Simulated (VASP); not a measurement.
# Ta (Pm-3m) in VASP: further runs, part 2 of 2

VASP 6.6.1. Earlier steps stand in the parts before.

## 3. Single point, PBE

This run uses another cell than the first one, of 9.75 Å³/atom, 0.996 times its volume.

INCAR reads:

```
SYSTEM = Ta
PREC = Accurate
ENCUT = 520
EDIFF = 1E-6
ISMEAR = -1
SIGMA = 0.08
LREAL = .False.
LASPH = .True.
NELM = 60
ALGO = Normal
ISIF = 2
LWAVE = .False.
LCHARG = .True.
GGA = PE
LELF = .True.
LVHAR = .True.
NBANDS = 12
```

KPOINTS reads:

```
regular mesh
0
Gamma
  18 18 18
  0 0 0
```

POSCAR reads:

```
Ta
1.0
    2.1360721249      0.0000000000      0.0000000000
    0.0000000000      2.1360721249      0.0000000000
    0.0000000000      0.0000000000      2.1360721249
Ta
1
Direct
    0.0000000000      0.0000000000      0.0000000000
```

Potentials or basis: VASP PAW PBE potentials, release 64 (Ta_pv).

On the command line:

```bash
cat potpaw_PBE.64/Ta_pv/POTCAR > POTCAR
mpirun -np 1 vasp_std > vasp.out
```

OUTCAR:

```text
SYSTEM = Ta
   PREC = Accurate
   ENCUT = 520
   EDIFF = 1E-6
   ISMEAR = -1
   LREAL = .False.
   LASPH = .True.
   NELM = 60
   ISIF = 2
   GGA = PE

 ion  position               nearest neighbor table
   1  0.000  0.000  0.000-

  LATTYP: Found a simple cubic cell.
 ALAT       =     2.1360721249

  Lattice vectors:

 A1 = (   2.1360721249,   0.0000000000,   0.0000000000)
 A2 = (   0.0000000000,   2.1360721249,   0.0000000000)
 A3 = (   0.0000000000,   0.0000000000,   2.1360721249)

Analysis of symmetry for initial positions (statically):
=====================================================================
 Subroutine PRICEL returns:
 Original cell was already a primitive cell.

 Routine SETGRP: Setting up the symmetry group for a
 simple cubic supercell.

 Subroutine GETGRP returns: Found 48 space group operations
 (whereof 48 operations were pure point group operations)
 out of a pool of 48 trial point group operations.

The static configuration has the point symmetry O_h .

Analysis of symmetry for dynamics (positions and initial velocities):
=====================================================================
 Subroutine PRICEL returns:
 Original cell was already a primitive cell.

 Routine SETGRP: Setting up the symmetry group for a
 simple cubic supercell.

 Subroutine GETGRP returns: Found 48 space group operations
 (whereof 48 operations were pure point group operations)
 out of a pool of 48 trial point group operations.

The dynamic configuration has the point symmetry O_h .

 Subroutine INISYM returns: Found 48 space group operations
 (whereof 48 operations are pure point group operations),
 and found     1 'primitive' translations

----------------------------------------------------------------------------------------

                                     Primitive cell

  volume of cell :       9.7465

  direct lattice vectors                    reciprocal lattice vectors
     2.136072125  0.000000000  0.000000000     0.468148986  0.000000000  0.000000000
     0.000000000  2.136072125  0.000000000     0.000000000  0.468148986  0.000000000
     0.000000000  0.000000000  2.136072125     0.000000000  0.000000000  0.468148986

  length of vectors
     2.136072125  2.136072125  2.136072125     0.468148986  0.468148986  0.468148986

  position of ions in fractional coordinates (direct lattice)
     0.000000000  0.000000000  0.000000000

  ion indices of the primitive-cell ions
   primitive index   ion index
                 1           1

----------------------------------------------------------------------------------------

 KPOINTS: regular mesh

Automatic generation of k-mesh.
 Grid dimensions read from file:
 generate k-points for:   18   18   18

 Generating k-lattice:

  Cartesian coordinates                     Fractional coordinates (reciprocal lattice)
     0.026008277  0.000000000  0.000000000     0.055555556  0.000000000  0.000000000
     0.000000000  0.026008277  0.000000000     0.000000000  0.055555556  0.000000000
     0.000000000  0.000000000  0.026008277     0.000000000  0.000000000  0.055555556

  Length of vectors
     0.026008277  0.026008277  0.026008277

  Shift w.r.t. Gamma in fractional coordinates (k-lattice)
     0.000000000  0.000000000  0.000000000

 Subroutine IBZKPT returns following result:
 ===========================================

 Found    220 irreducible k-points:

 Following reciprocal coordinates:
            Coordinates               Weight
  0.000000  0.000000  0.000000      1.000000
  0.055556  0.000000  0.000000      6.000000
  0.111111  0.000000  0.000000      6.000000
  0.166667  0.000000  0.000000      6.000000
  0.222222  0.000000  0.000000      6.000000
  0.277778  0.000000  0.000000      6.000000
[... 16 lines left out ...]
  0.277778  0.111111  0.000000     24.000000
  0.333333  0.111111  0.000000     24.000000
 [... further k-points ...]
   k-points           NKPTS =    220   k-points in BZ     NKDIM =    220   number of bands    NBANDS=     12
   number of dos      NEDOS =    301   number of ions     NIONS =      1
   total plane-waves  NPLWV =   4096
   dimension x,y,z NGX =    16 NGY =   16 NGZ =   16
   dimension x,y,z NGXF=    32 NGYF=   32 NGZF=   32
   ions per type =               1
   NGX,Y,Z   is equivalent  to a cutoff of  12.45, 12.45, 12.45 a.u.
   NGXF,Y,Z  is equivalent  to a cutoff of  24.90, 24.90, 24.90 a.u.
 SYSTEM =  Ta
   PREC   = accura    normal or accurate (medium, high low for compatibility)
   ISTART =      0    job   : 0-new  1-cont  2-samecut
   ICHARG =      2    charge: 1-file 2-atom 10-const
   ISPIN  =      1    spin polarized calculation?
   LNONCOLLINEAR =      F non collinear calculations
   LSORBIT =      F    spin-orbit coupling
   LASPH  =      T    aspherical Exc in radial PAW
   ENCUT  =  520.0 eV  38.22 Ry    6.18 a.u.   3.97  3.97  3.97*2*pi/ulx,y,z
   NELM   =     60;   NELMIN=  2; NELMDL= -5     # of ELM steps
   EDIFF  = 0.1E-05   stopping-criterion for ELM
   LREAL  =      F    real-space projection
   EDIFFG = 0.1E-04   stopping-criterion for IOM
   NSW    =      0    number of steps for IOM
   IBRION =     -1    ionic relax: 0-MD 1-quasi-New 2-CG
   NFREE  =      0    steps in history (QN), initial steepest desc. (CG)
   ISIF   =      2    stress and relaxation
   ISYM   =      2    0-nonsym 1-usesym 2-fastsym
   POTIM  = 0.5000    time-step for ionic-motion
   TEBEG  =    0.0;   TEEND  =   0.0 temperature during run
   PSTRESS=    0.0 pullay stress
   NELECT =      11.0000    total number of electrons
   NUPDOWN=      -1.0000    fix difference up-down
   EMIN   =  10.00;   EMAX   =-10.00  energy-range for DOS
   EFERMI =   0.00;   METHOD = LEGACY
   ISMEAR =    -1;   SIGMA  =   0.08  broadening in eV -4-tet -1-fermi 0-gaus
   EFERMI_NEDOS =   21; number of points for ismear=-14 and -15
   IALGO  =     38    algorithm
   IMIX   =      4    mixing-type and parameters
     AMIX     =   0.40;   BMIX     =  1.00
     AMIX_MAG =   1.60;   BMIX_MAG =  1.00
  volume/ion in A,a.u.               =       9.75        65.77
  Fermi-wavevector in a.u.,A,eV,Ry     =   1.704472  3.220985 39.527973  2.905224
  Thomas-Fermi vector in A             =   2.783869
   LORBIT       =      0    0 simple, 1 ext, 2 COOP (PROOUT), +10 PAW based schemes
   GGA     = PE    functional components
   LHFCALC =     F    Hartree Fock is set to
   AEXX    =    0.0000 exact exchange contribution
   IVDW    =     0    specifies the selected vdW correction
   LEPSILON=     F    determine dielectric tensor
   LRPA    =     F    only Hartree local field effects (RPA)
 non-spin polarized calculation
  energy-cutoff  :      520.00
  volume of cell :        9.75
 maximum number of plane-waves:       281
 NGX is ok and might be reduce to    16
   NGX =  7   NGY =  7   NGZ =  7

 number of electron      10.9999996 magnetization

 Free energy of the ion-electron system (eV)
  ---------------------------------------------------
  ext. energy  EPLUGINS =         0.00000000
  ---------------------------------------------------
  free energy    TOTEN  =        -1.89465327 eV

  energy without entropy =       -1.87881982  energy(sigma->0) =       -1.88673655

 E-fermi :  12.4583     XC(G=0): -16.0045

 val. band max:       12.4580150138   @ k =   0.2778   0.1667   0.1111
 cond. band min:      12.4605337216   @ k =   0.3889   0.3889   0.1667
 fundamental gap:      0.0025187078
 Fermi energy:        12.4583318382

 k-point     1 :       0.0000    0.0000    0.0000
  band No.  band energies     occupation
      1     -19.1675      2.00000
      2     -19.1675      2.00000
      3     -19.1675      2.00000
      4       2.9160      2.00000
      5       4.6809      2.00000
      6       4.6809      2.00000
      7      25.6136      0.00000
      8      25.6136      0.00000
      9      25.6136      0.00000
     10      27.7679      0.00000
     11      36.6278      0.00000
     12      36.6278      0.00000
[... 331 lines left out ...]
 k-point    24 :       0.3333    0.1111    0.0000
  band No.  band energies     occupation
      1     -25.4601      2.00000
      2     -19.6769      2.00000
      3     -18.3741      2.00000
      4       6.6216      2.00000
      5       8.1514      2.00000
      6      12.4452      1.08200
      7      17.1407      0.00000
      8      17.9935      0.00000
      9      24.8489      0.00000
     10      27.6202      0.00000
     11      30.0898      0.00000
     12      34.0344      0.00000

 [... further k-points ...]

------------------------ aborting loop because EDIFF is reached ----------------------------------------

  FORCE on cell =-STRESS in cart. coord.  units (eV):
  Direction    XX          YY          ZZ          XY          YZ          ZX
  --------------------------------------------------------------------------------------
  -------------------------------------------------------------------------------------
  Total       30.2395756     30.2395756     30.2395756     -0.0000000     -0.0000000     -0.0000000
  in kB     4970.9401718   4970.9401718   4970.9401718     -0.0000000     -0.0000000     -0.0000000
  external PRESSURE =    4970.9401718 kB  Pullay stress =       0.0000000 kB

 VOLUME and BASIS-vectors are now :
 -----------------------------------------------------------------------------
  energy-cutoff  :      520.00
  volume of cell :        9.75
      direct lattice vectors                 reciprocal lattice vectors
     2.136072125  0.000000000  0.000000000     0.468148986  0.000000000  0.000000000
     0.000000000  2.136072125  0.000000000     0.000000000  0.468148986  0.000000000
     0.000000000  0.000000000  2.136072125     0.000000000  0.000000000  0.468148986

 POSITION                                       TOTAL-FORCE (eV/Angst)
 -----------------------------------------------------------------------------------
      0.00000      0.00000      0.00000         0.000000      0.000000      0.000000
 -----------------------------------------------------------------------------------
    total drift:                               -0.000000      0.000000      0.000000

  FREE ENERGIE OF THE ION-ELECTRON SYSTEM (eV)
  ---------------------------------------------------
  free  energy   TOTEN  =        -1.8946532732 eV

  energy  without entropy=       -1.8788198207  energy(sigma->0) =       -1.88673655
```

OSZICAR:

```text
N       E                     dE             d eps       ncg     rms          rms(c)
DAV:   1     0.691296717416E+02    0.69130E+02   -0.62691E+03  5384   0.978E+02
DAV:   2    -0.146704043159E+01   -0.70597E+02   -0.68203E+02  5988   0.271E+02
DAV:   3    -0.226377411977E+01   -0.79673E+00   -0.79408E+00  5736   0.262E+01
DAV:   4    -0.226444583068E+01   -0.67171E-03   -0.67170E-03  5684   0.846E-01
DAV:   5    -0.226444647138E+01   -0.64070E-06   -0.64120E-06  5688   0.244E-02    0.429E+01
DAV:   6    -0.201722773504E+01    0.24722E+00   -0.21686E-02  5332   0.136E+00    0.252E+01
DAV:   7    -0.189438549202E+01    0.12284E+00   -0.40008E-02  5376   0.177E+00    0.236E-01
DAV:   8    -0.189460900843E+01   -0.22352E-03   -0.57029E-04  5532   0.258E-01    0.930E-02
DAV:   9    -0.189465649438E+01   -0.47486E-04   -0.37346E-05  5924   0.631E-02    0.265E-02
DAV:  10    -0.189465304381E+01    0.34506E-05   -0.18226E-06  4972   0.174E-02    0.944E-03
DAV:  11    -0.189465327318E+01   -0.22936E-06   -0.30641E-08  2760   0.195E-03
   1 F= -.18946533E+01 E0= -.18867365E+01  d E =-.158335E-01
```

stdout:

```text
POSCAR found type information on POSCAR Ta
 POSCAR found :  1 types and       1 ions
 scaLAPACK will be used
 LDA part: xc-table for (Slater+PW92), standard interpolation
 POSCAR, INCAR and KPOINTS ok, starting setup
 FFT: planning ... GRIDC
 FFT: planning ... GRID_SOFT
 FFT: planning ... GRID
 WAVECAR not read
 entering main loop
```

It took 13 s on 1 thread of Intel Xeon 8259CL, shared host; peak memory 0.14 GiB.

Results:

```
Free energy : -1.8947 eV
Pressure    : 497.1 GPa
```

Levels at points of the mesh, in eV from the Fermi level:
| k point | band 4 | band 5 | band 6 | band 7 | band 8 | band 9 |
| --- | --- | --- | --- | --- | --- | --- |
| (0.00, 0.00, 0.00) | -9.54 | -7.78 | -7.78 | 13.16 | 13.16 | 13.16 |
| (0.50, 0.00, 0.00) | -5.37 | -4.42 | 2.23 | 2.63 | 2.63 | 14.55 |
| (0.50, 0.50, 0.00) | -11.98 | -2.03 | 4.93 | 4.93 | 11.84 | 11.84 |
| (0.50, 0.50, 0.50) | -8.31 | -8.31 | -8.31 | 5.38 | 14.82 | 21.43 |

Caveat: spin-orbit coupling is left out, which moves the levels of the heavy elements.

## 4. Relaxation of cell and atoms, PBE, target pressure 480 GPa, at which the enthalpy is minimised

This run uses another cell than the first one, of 9.43 Å³/atom, 0.963 times its volume.

INCAR reads:

```
SYSTEM = Ta
ALGO = Normal
EDIFF = 1E-6
EDIFFG = -0.005
ENCUT = 600
GGA = PE
IBRION = 2
ISIF = 3
ISMEAR = -1
LASPH = .TRUE.
LCHARG = .FALSE.
LREAL = .FALSE.
LWAVE = .FALSE.
NELM = 100
NSW = 60
PREC = Accurate
PSTRESS = 4800.0
SIGMA = 0.08
```

KPOINTS reads:

```
k-points
0
G
  18 18 18
  0 0 0
```

POSCAR reads:

```
Ta
1.0
    2.1124715910      0.0000000000      0.0000000000
    0.0000000000      2.1124715910      0.0000000000
    0.0000000000      0.0000000000      2.1124715910
Ta
1
Direct
    0.0000000000      0.0000000000      0.0000000000
```

On the command line:

```bash
cat potpaw_PBE.64/Ta_pv/POTCAR > POTCAR
mpirun -np 1 vasp_std > vasp.out
```

Wall time 2.3 min (1 thread of Intel Xeon 8259CL, shared host); peak memory 0.16 GiB.

The run converged. Its results:

| Property | Result |
| --- | --- |
| Free energy | -2.1997 eV |
| Relaxed volume | 9.85 Å³/atom |
| Relaxed cell | a = 2.143 Å, b = 2.143 Å, c = 2.143 Å, α = 90.00°, β = 90.00°, γ = 90.00° |
| Space group after relaxing (to 0.05 Å) | Pm-3m (No. 221) |
| Energy change on relaxing (the enthalpy is what falls) | -1354.3 meV/atom |
| Ionic steps | 18 |
| Pressure after relaxing | 479.9 GPa |

The path:
```
step  energy change (eV)  largest force (eV/Å)  pressure (GPa)  volume (Å³)
   1              0.0000                0.0000          556.58         9.43
   2             -9.4608                0.0000           40.86        17.01
   3             -1.8784                0.0000          450.70        10.03
   4             -1.3676                0.0000          479.19         9.85
   5             -1.3419                0.0000          480.62         9.84
   6             -1.3430                0.0000          480.62         9.84
   7             -1.3463                0.0000          480.50         9.84
   8             -1.3463                0.0000          480.42         9.84
   9             -1.3464                0.0000          480.41         9.84
  10             -1.3465                0.0000          480.41         9.84
  11             -1.3467                0.0000          480.40         9.84
  12             -1.3471                0.0000          480.38         9.84
  13             -1.3480                0.0000          480.34         9.84
  14             -1.3498                0.0000          480.26         9.85
  15             -1.3534                0.0000          480.11         9.85
  16             -1.3605                0.0000          479.63         9.85
  17             -1.3550                0.0000          479.91         9.85
  18             -1.3543                0.0000          479.94         9.85
```

Final structure:
```xyz
1
Lattice="2.1434 0.0000 0.0000 0.0000 2.1434 0.0000 0.0000 0.0000 2.1434" Properties=species:S:1:pos:R:3 pbc="T T T"
Ta    0.0000    0.0000    0.0000
```

Levels at points of the mesh, in eV from the Fermi level:
| k point | band 2 | band 3 | band 4 | band 5 | band 6 | band 7 | band 8 | band 9 |
| --- | --- | --- | --- | --- | --- | --- | --- | --- |
| (0.00, 0.00, 0.00) | -31.64 | -31.64 | -9.53 | -7.66 | -7.66 | 13.03 | 13.03 | 13.04 |
| (0.50, 0.00, 0.00) | -30.71 | -30.71 | -5.28 | -4.43 | 2.18 | 2.64 | 2.64 | 14.40 |
| (0.50, 0.50, 0.00) | -38.06 | -29.86 | -11.81 | -2.02 | 4.92 | 4.92 | 11.73 | 11.73 |
| (0.50, 0.50, 0.50) | -36.80 | -36.80 | -8.18 | -8.18 | -8.18 | 5.44 | 14.86 | 21.19 |

Caveat: the cell is relaxed towards a set pressure, so the enthalpy falls and the energy may rise; spin-orbit coupling is left out, which moves the levels of the heavy elements.

## 5. Relaxation of cell and atoms, PBE, target pressure 480 GPa, at which the enthalpy is minimised

INCAR reads:

```
PREC = Accurate
ENCUT = 600
EDIFF = 1E-7
ISMEAR = -1
SIGMA = 0.08
LREAL = False
LASPH = True
NELM = 60
ALGO = Normal
ISIF = 3
LWAVE = False
LCHARG = False
GGA = PE
IBRION = 2
NSW = 32
EDIFFG = -0.005
PSTRESS = 4800.0
```

KPOINTS reads:

```
regular mesh
0
Gamma
  18 18 18
```

POSCAR reads:

```
Ta
1.0
    2.1388916152      0.0000000000      0.0000000000
    0.0000000000      2.1388916152      0.0000000000
    0.0000000000      0.0000000000      2.1388916152
Ta
1
Direct
    0.0000000000      0.0000000000      0.0000000000
```

On the command line:

```bash
cat potpaw_PBE.64/Ta_pv/POTCAR > POTCAR
mpirun -np 1 vasp_std > vasp.out
```

Wall time 58 s (1 thread of Intel Xeon 8259CL, shared host); peak memory 0.15 GiB.

The run converged. Its results:

```yaml
Free_energy: -2.1996 eV
Relaxed_volume: 9.85 Å³/atom
Relaxed_cell: a = 2.143 Å, b = 2.143 Å, c = 2.143 Å, α = 90.00°, β = 90.00°, γ = 90.00°
Space_group_after_relaxing_to_0.05_Å: Pm-3m (No. 221)
Energy_change_on_relaxing_the_enthalpy_is_what_falls: -185.7 meV/atom
Ionic_steps: 4
Pressure_after_relaxing: 480.0 GPa
```

The path:
| step | energy change (eV) | largest force (eV/Å) | pressure (GPa) | volume (Å³) |
| --- | --- | --- | --- | --- |
| 1 | 0.0000 | 0.0000 | 490.42 | 9.79 |
| 2 | -2.4319 | 0.0000 | 356.27 | 10.71 |
| 3 | -0.1956 | 0.0000 | 479.44 | 9.85 |
| 4 | -0.1857 | 0.0000 | 479.98 | 9.85 |

Final structure:
```
Ta
1.0
     2.14335    0.00000    0.00000
     0.00000    2.14335    0.00000
     0.00000    0.00000    2.14335
Ta
1
Direct
  0.00000 0.00000 0.00000
```

Levels at points of the mesh, in eV from the Fermi level:
```
           k point  band 4  band 5  band 6  band 7  band 8  band 9
(0.00, 0.00, 0.00)   -9.53   -7.66   -7.66   13.03   13.03   13.03
(0.50, 0.00, 0.00)   -5.28   -4.43    2.18    2.64    2.64   14.40
(0.50, 0.50, 0.00)  -11.81   -2.02    4.92    4.92   11.73   11.73
(0.50, 0.50, 0.50)   -8.18   -8.18   -8.18    5.44   14.86   21.19
```

Caveat: the cell is relaxed towards a set pressure, so the enthalpy falls and the energy may rise; spin-orbit coupling is left out, which moves the levels of the heavy elements.

## 6. Overview

```csv
task,cell,cutoff (eV),gap on the mesh (eV),pressure (GPa)
single point,"a = 2.139 Å, 1 atom",520,none,490.4
single point,"a = 2.136 Å, 1 atom",520,none,497.1
relaxation of cell and atoms,"relaxed to 480 GPa from a = 2.112 Å, 1 atom",600,none,479.9
relaxation of cell and atoms,"relaxed to 480 GPa from a = 2.139 Å, 1 atom",600,none,480.0
```

Alike in all rows: level PBE; potentials or basis VASP PAW PBE potentials, release 64 (Ta_pv); no spin polarisation; k mesh 18 × 18 × 18; smearing fermi-dirac 0.08 eV.

Caveats: spin-orbit coupling is left out, which moves the levels of the heavy elements; the cell is relaxed towards a set pressure, so the enthalpy falls and the energy may rise (some runs).

Absolute energies hang on the potentials; compare differences alone.
